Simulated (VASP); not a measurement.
# Au (Fm-3m) in VASP: single point with r2SCAN

Aim: the single point of Au with r2SCAN.

Program: VASP 6.6.1. These are calculated values, not measurements. Logs are shortened: lines on timing, memory, paths and dates and some standing lists are left out, and cuts for length are marked.

## Step 1: The cell of the first run

It takes space group Fm-3m (No. 225, cubic). The conventional cell has a = 4.091 Å, b = 4.091 Å, c = 4.091 Å, α = 90.00°, β = 90.00°, γ = 90.00°. Au (site symmetry m-3m) has 12 Au at 2.89 Å within 3.8 Å.

## Step 2: Single point, r2SCAN

The input, POSCAR:

```
Au
1.0
    0.0000000000      2.0455000000      2.0455000000
    2.0455000000      0.0000000000      2.0455000000
    2.0455000000      2.0455000000      0.0000000000
Au
1
Direct
    0.0000000000      0.0000000000      0.0000000000
```

The input, INCAR.step1:

```
  PREC = Accurate
  ENCUT = 520
  ISMEAR = 0
  SIGMA = 0.1
  LREAL = F
  LASPH = T
  NELM = 100
  NBANDS = 12
  GGA = PE
  ALGO = Normal
  EDIFF = 1E-4
  LWAVE = T
  LCHARG = F
```

The input, INCAR.step2:

```
  PREC = Accurate
  ENCUT = 520
  EDIFF = 1E-6
  ISMEAR = 0
  SIGMA = 0.1
  LREAL = F
  LASPH = T
  NELM = 100
  ALGO = Normal
  ISIF = 2
  LWAVE = F
  LCHARG = F
  METAGGA = R2SCAN
  LMIXTAU = T
  NBANDS = 12
  ISTART = 1
```

The input, KPOINTS:

```
Automatic mesh
0
Gamma
  8 8 8
```

Potentials or basis: VASP PAW PBE potentials, release 64 (Au).

Started as:

```
cat potpaw_PBE.64/Au/POTCAR > POTCAR
cp INCAR.step1 INCAR
mpirun -np 1 vasp_std > vasp.out
cp INCAR.step2 INCAR
mpirun -np 1 vasp_std > vasp.out
```

OUTCAR:

```text
PREC = Accurate
   ENCUT = 520
   EDIFF = 1E-6
   ISMEAR = 0
   LREAL = F
   LASPH = T
   NELM = 100
   ISIF = 2
   METAGGA = R2SCAN
   ISTART = 1

 ion  position               nearest neighbor table
   1  0.000  0.000  0.000-

  LATTYP: Found a face centered cubic cell.
 ALAT       =     4.0910000000

  Lattice vectors:

 A1 = (   0.0000000000,   2.0455000000,   2.0455000000)
 A2 = (   2.0455000000,   0.0000000000,   2.0455000000)
 A3 = (   2.0455000000,   2.0455000000,   0.0000000000)

Analysis of symmetry for initial positions (statically):
=====================================================================
 Subroutine PRICEL returns:
 Original cell was already a primitive cell.

 Routine SETGRP: Setting up the symmetry group for a
 face centered cubic supercell.

 Subroutine GETGRP returns: Found 48 space group operations
 (whereof 48 operations were pure point group operations)
 out of a pool of 48 trial point group operations.

The static configuration has the point symmetry O_h .

Analysis of symmetry for dynamics (positions and initial velocities):
=====================================================================
 Subroutine PRICEL returns:
 Original cell was already a primitive cell.

 Routine SETGRP: Setting up the symmetry group for a
 face centered cubic supercell.

 Subroutine GETGRP returns: Found 48 space group operations
 (whereof 48 operations were pure point group operations)
 out of a pool of 48 trial point group operations.

The dynamic configuration has the point symmetry O_h .

 Subroutine INISYM returns: Found 48 space group operations
 (whereof 48 operations are pure point group operations),
 and found     1 'primitive' translations

----------------------------------------------------------------------------------------

                                     Primitive cell

  volume of cell :      17.1170

  direct lattice vectors                    reciprocal lattice vectors
     0.000000000  2.045500000  2.045500000    -0.244439012  0.244439012  0.244439012
     2.045500000  0.000000000  2.045500000     0.244439012 -0.244439012  0.244439012
     2.045500000  2.045500000  0.000000000     0.244439012  0.244439012 -0.244439012

  length of vectors
     2.892773842  2.892773842  2.892773842     0.423380789  0.423380789  0.423380789

  position of ions in fractional coordinates (direct lattice)
[... 83 lines left out ...]
   ISIF   =      2    stress and relaxation
   ISYM   =      2    0-nonsym 1-usesym 2-fastsym
   POTIM  = 0.5000    time-step for ionic-motion
   TEBEG  =    0.0;   TEEND  =   0.0 temperature during run
   PSTRESS=    0.0 pullay stress
   NELECT =      11.0000    total number of electrons
   NUPDOWN=      -1.0000    fix difference up-down
   EMIN   =  10.00;   EMAX   =-10.00  energy-range for DOS
   EFERMI =   0.00;   METHOD = LEGACY
   ISMEAR =     0;   SIGMA  =   0.10  broadening in eV -4-tet -1-fermi 0-gaus
   EFERMI_NEDOS =   21; number of points for ismear=-14 and -15
   IALGO  =     38    algorithm
   IMIX   =      4    mixing-type and parameters
     AMIX     =   0.40;   BMIX     =  1.00
     AMIX_MAG =   1.60;   BMIX_MAG =  1.00
  volume/ion in A,a.u.               =      17.12       115.51
  Fermi-wavevector in a.u.,A,eV,Ry     =   1.412742  2.669696 27.155058  1.995840
  Thomas-Fermi vector in A             =   2.534459
   LORBIT       =      0    0 simple, 1 ext, 2 COOP (PROOUT), +10 PAW based schemes
   METAGGA = R2SCAN    functional components
   LHFCALC =     F    Hartree Fock is set to
   AEXX    =    0.0000 exact exchange contribution
   IVDW    =     0    specifies the selected vdW correction
   LEPSILON=     F    determine dielectric tensor
   LRPA    =     F    only Hartree local field effects (RPA)
 non-spin polarized calculation
 Gauss-broadening in eV      SIGMA  =   0.10
  energy-cutoff  :      520.00
  volume of cell :       17.12
 maximum number of plane-waves:       477
 NGX is ok and might be reduce to    24
   NGX = 11   NGY = 11   NGZ = 11

 number of electron      11.0000000 magnetization

 Free energy of the ion-electron system (eV)
  ---------------------------------------------------
  ext. energy  EPLUGINS =         0.00000000
  ---------------------------------------------------
  free energy    TOTEN  =       -50.55160129 eV

  energy without entropy =      -50.54854355  energy(sigma->0) =      -50.55007242

 E-fermi :   9.1708     XC(G=0): -13.5925

 val. band max:        9.0963741681   @ k =   0.5000   0.2500   0.1250
 cond. band min:       9.3953475748   @ k =   0.5000   0.3750   0.1250
 fundamental gap:      0.2989734067
 Fermi energy:         9.1708366211

 k-point     1 :       0.0000    0.0000    0.0000
  band No.  band energies     occupation
      1      -0.7879      2.00000
      2       4.3355      2.00000
      3       4.3355      2.00000
      4       4.3355      2.00000
      5       5.8585      2.00000
      6       5.8585      2.00000
      7      24.5872      0.00000
      8      28.6481      0.00000
      9      28.6481      0.00000
     10      28.6481      0.00000
     11      33.9121      0.00000
     12      38.3261      0.00000
[... 331 lines left out ...]
 k-point    24 :      -0.3750    0.2500    0.1250
  band No.  band energies     occupation
      1       2.7382      2.00000
      2       3.6711      2.00000
      3       4.8415      2.00000
      4       5.1805      2.00000
      5       6.9631      2.00000
      6      12.0851      0.00000
      7      12.4324      0.00000
      8      21.9467      0.00000
      9      23.0120      0.00000
     10      27.7869      0.00000
     11      34.1200      0.00000
     12      37.2947      0.00000

 [... further k-points ...]

------------------------ aborting loop because EDIFF is reached ----------------------------------------

  FORCE on cell =-STRESS in cart. coord.  units (eV):
  Direction    XX          YY          ZZ          XY          YZ          ZX
  --------------------------------------------------------------------------------------
  -------------------------------------------------------------------------------------
  Total        0.5627772      0.5627772      0.5627772      0.0000000      0.0000000     -0.0000000
  in kB       52.6767124     52.6767124     52.6767124      0.0000000      0.0000000     -0.0000000
  external PRESSURE =      52.6767124 kB  Pullay stress =       0.0000000 kB

 VOLUME and BASIS-vectors are now :
 -----------------------------------------------------------------------------
  energy-cutoff  :      520.00
  volume of cell :       17.12
      direct lattice vectors                 reciprocal lattice vectors
     0.000000000  2.045500000  2.045500000    -0.244439012  0.244439012  0.244439012
     2.045500000  0.000000000  2.045500000     0.244439012 -0.244439012  0.244439012
     2.045500000  2.045500000  0.000000000     0.244439012  0.244439012 -0.244439012

 POSITION                                       TOTAL-FORCE (eV/Angst)
 -----------------------------------------------------------------------------------
      0.00000      0.00000      0.00000         0.000000      0.000000      0.000000
 -----------------------------------------------------------------------------------
    total drift:                               -0.000000      0.000000      0.000000

  FREE ENERGIE OF THE ION-ELECTRON SYSTEM (eV)
  ---------------------------------------------------
  free  energy   TOTEN  =       -50.5516012887 eV

  energy  without entropy=      -50.5485435538  energy(sigma->0) =      -50.55007242
```

OUTCAR.step1:

```text
PREC = Accurate
   ENCUT = 520
   ISMEAR = 0
   LREAL = F
   LASPH = T
[... 576 lines left out ...]

 POSITION                                       TOTAL-FORCE (eV/Angst)
 -----------------------------------------------------------------------------------
      0.00000      0.00000      0.00000         0.000000      0.000000      0.000000
 -----------------------------------------------------------------------------------
    total drift:                               -0.000000      0.000000     -0.000000

  FREE ENERGIE OF THE ION-ELECTRON SYSTEM (eV)
  ---------------------------------------------------
  free  energy   TOTEN  =        -3.1645093355 eV

  energy  without entropy=       -3.1613913681  energy(sigma->0) =       -3.16295035
```

OSZICAR.step1:

```text
N       E                     dE             d eps       ncg     rms          rms(c)
DAV:   1     0.504774746771E+02    0.50477E+02   -0.56107E+03   720   0.825E+02
DAV:   2    -0.277136183139E+01   -0.53249E+02   -0.50568E+02   820   0.190E+02
DAV:   3    -0.342281426800E+01   -0.65145E+00   -0.65109E+00   836   0.207E+01
DAV:   4    -0.342488953913E+01   -0.20753E-02   -0.20751E-02   812   0.132E+00
DAV:   5    -0.342490439112E+01   -0.14852E-04   -0.14853E-04   864   0.107E-01    0.940E+00
DAV:   6    -0.318550508703E+01    0.23940E+00   -0.63449E-01   756   0.644E+00    0.596E+00
DAV:   7    -0.316665989795E+01    0.18845E-01   -0.66313E-02   816   0.210E+00    0.276E+00
DAV:   8    -0.316452152156E+01    0.21384E-02   -0.17850E-03   760   0.361E-01    0.253E-01
DAV:   9    -0.316450933549E+01    0.12186E-04   -0.75843E-06   496   0.258E-02
   1 F= -.31645093E+01 E0= -.31629504E+01  d E =-.311797E-02
```

Wall time 21 s (1 thread of Intel Xeon 6975P-C, shared host); peak memory 0.15 GiB.

What came out:

| Property | Result |
| --- | --- |
| Free energy | -50.5516 eV |
| Pressure | 5.3 GPa |

Caveat: the PAW data sets were made with another functional, which shifts forces and pressure a little; spin-orbit coupling is left out, which moves the levels of the heavy elements.
